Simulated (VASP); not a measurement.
# V (Pm-3m) in VASP: notebook

The runs below take V through single point, relaxation of cell and atoms, with PBE, PBEsol.

All numbers are computed with VASP 6.6.1; they aren't measurements. Logs are shortened: lines on timing, memory, paths and dates and some standing lists are left out, and cuts for length are marked.

### 1 The cell of the first run

The structure is cubic, space group Pm-3m (No. 221). The conventional cell has a = 2.384 Å, b = 2.384 Å, c = 2.384 Å, α = 90.00°, β = 90.00°, γ = 90.00°. Within 3.1 Å of V (site symmetry m-3m) lie 6 V at 2.38 Å.

### 2 Single point, PBE (volume scaled by 0.92)

The input, INCAR:

```
PREC     = Accurate       # precision mode
ENCUT    = 520            # plane-wave cutoff, eV
EDIFF    = 1E-6           # SCF threshold, eV
ISMEAR   = -1             # smearing method
SIGMA    = 0.08           # smearing width, eV
LREAL    = False          # projectors in reciprocal space
LASPH    = True           # aspherical terms in the spheres
NELM     = 60             # most SCF steps
ALGO     = Normal         # electronic algorithm
ISIF     = 2              # what is computed and relaxed
LWAVE    = False          # write WAVECAR
LCHARG   = True           # write CHGCAR
GGA      = PE             # functional
LELF     = True           # ELF
LVHAR    = True         
NBANDS   = 12             # bands
```

The input, KPOINTS:

```
regular mesh
0
Gamma
  15 15 15
```

The input, POSCAR:

```
V
1.0
    2.3843854678      0.0000000000      0.0000000000
    0.0000000000      2.3843854678      0.0000000000
    0.0000000000      0.0000000000      2.3843854678
V
1
Direct
    0.0000000000      0.0000000000      0.0000000000
```

Potentials or basis: VASP PAW PBE potentials, release 64 (V_sv).

The run is started by

```bash
$ cat potpaw_PBE.64/V_sv/POTCAR > POTCAR
$ mpirun -np 1 vasp_std > vasp.out
```

OUTCAR:

```text
PREC = Accurate
   ENCUT = 520
   EDIFF = 1E-6
   ISMEAR = -1
   LREAL = False
   LASPH = True
   NELM = 60
   ISIF = 2
   GGA = PE

 ion  position               nearest neighbor table
   1  0.000  0.000  0.000-

  LATTYP: Found a simple cubic cell.
 ALAT       =     2.3843854678

  Lattice vectors:

 A1 = (   2.3843854678,   0.0000000000,   0.0000000000)
 A2 = (   0.0000000000,   2.3843854678,   0.0000000000)
 A3 = (   0.0000000000,   0.0000000000,   2.3843854678)

Analysis of symmetry for initial positions (statically):
=====================================================================
 Subroutine PRICEL returns:
 Original cell was already a primitive cell.

 Routine SETGRP: Setting up the symmetry group for a
 simple cubic supercell.

 Subroutine GETGRP returns: Found 48 space group operations
 (whereof 48 operations were pure point group operations)
 out of a pool of 48 trial point group operations.

The static configuration has the point symmetry O_h .

Analysis of symmetry for dynamics (positions and initial velocities):
=====================================================================
 Subroutine PRICEL returns:
 Original cell was already a primitive cell.

 Routine SETGRP: Setting up the symmetry group for a
 simple cubic supercell.

 Subroutine GETGRP returns: Found 48 space group operations
 (whereof 48 operations were pure point group operations)
 out of a pool of 48 trial point group operations.

The dynamic configuration has the point symmetry O_h .

 Subroutine INISYM returns: Found 48 space group operations
 (whereof 48 operations are pure point group operations),
 and found     1 'primitive' translations

----------------------------------------------------------------------------------------

                                     Primitive cell

  volume of cell :      13.5559

  direct lattice vectors                    reciprocal lattice vectors
     2.384385468  0.000000000  0.000000000     0.419395275  0.000000000  0.000000000
     0.000000000  2.384385468  0.000000000     0.000000000  0.419395275  0.000000000
     0.000000000  0.000000000  2.384385468     0.000000000  0.000000000  0.419395275

  length of vectors
     2.384385468  2.384385468  2.384385468     0.419395275  0.419395275  0.419395275

  position of ions in fractional coordinates (direct lattice)
     0.000000000  0.000000000  0.000000000

  ion indices of the primitive-cell ions
   primitive index   ion index
                 1           1

----------------------------------------------------------------------------------------

 KPOINTS: regular mesh

Automatic generation of k-mesh.
 Grid dimensions read from file:
 generate k-points for:   15   15   15

 Generating k-lattice:

  Cartesian coordinates                     Fractional coordinates (reciprocal lattice)
     0.027959685  0.000000000  0.000000000     0.066666667  0.000000000  0.000000000
     0.000000000  0.027959685  0.000000000     0.000000000  0.066666667  0.000000000
     0.000000000  0.000000000  0.027959685     0.000000000  0.000000000  0.066666667

  Length of vectors
     0.027959685  0.027959685  0.027959685

  Shift w.r.t. Gamma in fractional coordinates (k-lattice)
     0.000000000  0.000000000  0.000000000

 Subroutine IBZKPT returns following result:
 ===========================================

 Found    120 irreducible k-points:

 Following reciprocal coordinates:
            Coordinates               Weight
  0.000000  0.000000  0.000000      1.000000
  0.066667  0.000000  0.000000      6.000000
  0.133333  0.000000  0.000000      6.000000
  0.200000  0.000000  0.000000      6.000000
  0.266667  0.000000  0.000000      6.000000
  0.333333  0.000000  0.000000      6.000000
[... 16 lines left out ...]
  0.266667  0.200000  0.000000     24.000000
  0.333333  0.200000  0.000000     24.000000
 [... further k-points ...]
   k-points           NKPTS =    120   k-points in BZ     NKDIM =    120   number of bands    NBANDS=     12
   number of dos      NEDOS =    301   number of ions     NIONS =      1
   total plane-waves  NPLWV =   5832
   dimension x,y,z NGX =    18 NGY =   18 NGZ =   18
   dimension x,y,z NGXF=    36 NGYF=   36 NGZF=   36
   ions per type =               1
   NGX,Y,Z   is equivalent  to a cutoff of  12.55, 12.55, 12.55 a.u.
   NGXF,Y,Z  is equivalent  to a cutoff of  25.10, 25.10, 25.10 a.u.
 SYSTEM =  unknown system
   PREC   = accura    normal or accurate (medium, high low for compatibility)
   ISTART =      0    job   : 0-new  1-cont  2-samecut
   ICHARG =      2    charge: 1-file 2-atom 10-const
   ISPIN  =      1    spin polarized calculation?
   LNONCOLLINEAR =      F non collinear calculations
   LSORBIT =      F    spin-orbit coupling
   LASPH  =      T    aspherical Exc in radial PAW
   ENCUT  =  520.0 eV  38.22 Ry    6.18 a.u.   4.43  4.43  4.43*2*pi/ulx,y,z
   NELM   =     60;   NELMIN=  2; NELMDL= -5     # of ELM steps
   EDIFF  = 0.1E-05   stopping-criterion for ELM
   LREAL  =      F    real-space projection
   EDIFFG = 0.1E-04   stopping-criterion for IOM
   NSW    =      0    number of steps for IOM
   IBRION =     -1    ionic relax: 0-MD 1-quasi-New 2-CG
   NFREE  =      0    steps in history (QN), initial steepest desc. (CG)
   ISIF   =      2    stress and relaxation
   ISYM   =      2    0-nonsym 1-usesym 2-fastsym
   POTIM  = 0.5000    time-step for ionic-motion
   TEBEG  =    0.0;   TEEND  =   0.0 temperature during run
   PSTRESS=    0.0 pullay stress
   NELECT =      13.0000    total number of electrons
   NUPDOWN=      -1.0000    fix difference up-down
   EMIN   =  10.00;   EMAX   =-10.00  energy-range for DOS
   EFERMI =   0.00;   METHOD = LEGACY
   ISMEAR =    -1;   SIGMA  =   0.08  broadening in eV -4-tet -1-fermi 0-gaus
   EFERMI_NEDOS =   21; number of points for ismear=-14 and -15
   IALGO  =     38    algorithm
   IMIX   =      4    mixing-type and parameters
     AMIX     =   0.40;   BMIX     =  1.00
     AMIX_MAG =   1.60;   BMIX_MAG =  1.00
  volume/ion in A,a.u.               =      13.56        91.48
  Fermi-wavevector in a.u.,A,eV,Ry     =   1.614406  3.050785 35.460964  2.606307
  Thomas-Fermi vector in A             =   2.709320
   LORBIT       =      0    0 simple, 1 ext, 2 COOP (PROOUT), +10 PAW based schemes
   GGA     = PE    functional components
   LHFCALC =     F    Hartree Fock is set to
   AEXX    =    0.0000 exact exchange contribution
   IVDW    =     0    specifies the selected vdW correction
   LEPSILON=     F    determine dielectric tensor
   LRPA    =     F    only Hartree local field effects (RPA)
 non-spin polarized calculation
  energy-cutoff  :      520.00
  volume of cell :       13.56
 maximum number of plane-waves:       377
 NGX is ok and might be reduce to    18
   NGX =  9   NGY =  9   NGZ =  9

 number of electron      13.0000009 magnetization

 Free energy of the ion-electron system (eV)
  ---------------------------------------------------
  ext. energy  EPLUGINS =         0.00000000
  ---------------------------------------------------
  free energy    TOTEN  =        -8.10683412 eV

  energy without entropy =       -8.07167986  energy(sigma->0) =       -8.08925699

 E-fermi :   9.8083     XC(G=0): -12.7490

 val. band max:        9.8054387517   @ k =   0.4000   0.2000   0.1333
 cond. band min:       9.8115068282   @ k =   0.3333   0.2000   0.0667
 fundamental gap:      0.0060680766
 Fermi energy:         9.8082850037

 k-point     1 :       0.0000    0.0000    0.0000
  band No.  band energies     occupation
      1     -54.0251      2.00000
      2     -27.1214      2.00000
      3     -27.1214      2.00000
      4     -27.1214      2.00000
      5       3.2743      2.00000
      6       7.4336      2.00000
      7       7.4336      2.00000
      8      13.6770      0.00000
      9      13.6770      0.00000
     10      13.6770      0.00000
     11      29.0751      0.00000
     12      29.0751      0.00000

 k-point     2 :       0.0667    0.0000    0.0000
  band No.  band energies     occupation
      1     -54.0158      2.00000
      2     -27.1815      2.00000
      3     -27.1163      2.00000
      4     -27.1163      2.00000
      5       3.4162      2.00000
      6       7.4675      2.00000
      7       7.5471      2.00000
      8      13.5617      0.00000
      9      13.5617      0.00000
     10      13.6857      0.00000
     11      27.9376      0.00000
     12      29.2972      0.00000

 k-point     3 :       0.1333    0.0000    0.0000
  band No.  band energies     occupation
      1     -53.9894      2.00000
      2     -27.3498      2.00000
      3     -27.1017      2.00000
      4     -27.1017      2.00000
      5       3.8240      2.00000
      6       7.5644      2.00000
      7       7.8743      2.00000
      8      13.2477      0.00000
      9      13.2477      0.00000
     10      13.7102      0.00000
     11      25.8018      0.00000
     12      29.9328      0.00000
[... 286 lines left out ...]
 k-point    23 :       0.2667    0.2000    0.0000
  band No.  band energies     occupation
      1     -53.8321      2.00000
      2     -27.8101      2.00000
      3     -27.5079      2.00000
      4     -27.0159      2.00000
      5       6.0849      2.00000
      6       8.3918      2.00000
      7       9.5637      1.91015
      8      11.7756      0.00000
      9      12.4615      0.00000
     10      13.0230      0.00000
     11      22.4970      0.00000
     12      25.8805      0.00000

 k-point    24 :       0.3333    0.2000    0.0000
  band No.  band energies     occupation
      1     -53.7891      2.00000
      2     -28.0597      2.00000
      3     -27.4786      2.00000
      4     -26.9927      2.00000
      5       6.7122      2.00000
      6       8.4712      2.00000
      7       9.8019      1.03985
      8      12.0737      0.00000
      9      12.0767      0.00000
     10      13.0748      0.00000
     11      20.7320      0.00000
     12      26.6473      0.00000

 [... further k-points ...]
[... 5 lines left out ...]
  --------------------------------------------------------------------------------------
  -------------------------------------------------------------------------------------
  Total        1.1522186      1.1522186      1.1522186      0.0000000      0.0000000     -0.0000000
  in kB      136.1808522    136.1808522    136.1808522      0.0000000      0.0000000     -0.0000000
  external PRESSURE =     136.1808522 kB  Pullay stress =       0.0000000 kB

 VOLUME and BASIS-vectors are now :
 -----------------------------------------------------------------------------
  energy-cutoff  :      520.00
  volume of cell :       13.56
      direct lattice vectors                 reciprocal lattice vectors
     2.384385468  0.000000000  0.000000000     0.419395275  0.000000000  0.000000000
     0.000000000  2.384385468  0.000000000     0.000000000  0.419395275  0.000000000
     0.000000000  0.000000000  2.384385468     0.000000000  0.000000000  0.419395275

 POSITION                                       TOTAL-FORCE (eV/Angst)
 -----------------------------------------------------------------------------------
      0.00000      0.00000      0.00000         0.000000      0.000000      0.000000
 -----------------------------------------------------------------------------------
    total drift:                               -0.000000      0.000000      0.000000

  FREE ENERGIE OF THE ION-ELECTRON SYSTEM (eV)
  ---------------------------------------------------
  free  energy   TOTEN  =        -8.1068341243 eV

  energy  without entropy=       -8.0716798606  energy(sigma->0) =       -8.08925699
```

Wall time 11 s (1 thread of Intel Xeon Platinum 8488C (Sapphire Rapids), shared host); peak memory 0.13 GiB.

Results:

- Free energy: -8.1068 eV
- Pressure: 13.6 GPa

Levels at points of the mesh, in eV from the Fermi level:
```tsv
k point	band 5	band 6	band 7	band 8	band 9	band 10
(0.00, 0.00, 0.00)	-6.53	-2.37	-2.37	3.87	3.87	3.87
```

Caveat: the cell differs from its parent crystal (volume scaled by 0.92).

### 3 Single point, PBE

This run uses another cell than the first one, of 14.73 Å³/atom, 1.087 times its volume.

The input, INCAR:

```
SYSTEM = V
ALGO     = Normal         ! electronic algorithm
EDIFF    = 1E-6           ! SCF threshold, eV
ENCUT    = 520            ! plane-wave cutoff, eV
GGA      = PE             ! functional
ISIF     = 2              ! what is computed and relaxed
ISMEAR   = -1             ! smearing method
LASPH    = .TRUE.         ! aspherical terms in the spheres
LCHARG   = .FALSE.        ! write CHGCAR
LREAL    = .FALSE.        ! projectors in reciprocal space
LWAVE    = .FALSE.        ! write WAVECAR
NBANDS   = 12             ! bands
NELM     = 60             ! most SCF steps
PREC     = Accurate       ! precision mode
SIGMA    = 0.08           ! smearing width, eV
```

The input, KPOINTS:

```
k-points
0
G
  15 15 15
  0 0 0
```

The input, POSCAR:

```
V
1.0
    2.4515863266      0.0000000000      0.0000000000
    0.0000000000      2.4515863266      0.0000000000
    0.0000000000      0.0000000000      2.4515863266
V
1
Direct
    0.0000000000      0.0000000000      0.0000000000
```

Potentials or basis: VASP PAW PBE potentials, release 64 (V_sv).

The run is started by

```bash
$ cat potpaw_PBE.64/V_sv/POTCAR > POTCAR
$ mpirun -np 1 vasp_std > vasp.out
```

It took 10 s on 1 thread of Intel Xeon Platinum 8488C (Sapphire Rapids), shared host; peak memory 0.13 GiB.

The run converged. Its results:

| Property | Result |
| --- | --- |
| Free energy | -8.1555 eV |
| Pressure | 0.3 GPa |

Levels at points of the mesh, in eV from the Fermi level:
```csv
k point,band 3,band 4,band 5,band 6,band 7,band 8,band 9,band 10,band 11,band 12
"(0.00, 0.00, 0.00)",-37.12,-37.12,-6.33,-2.11,-2.11,3.51,3.51,3.51,18.23,18.23
```

(Continued in part 2 of 2.)
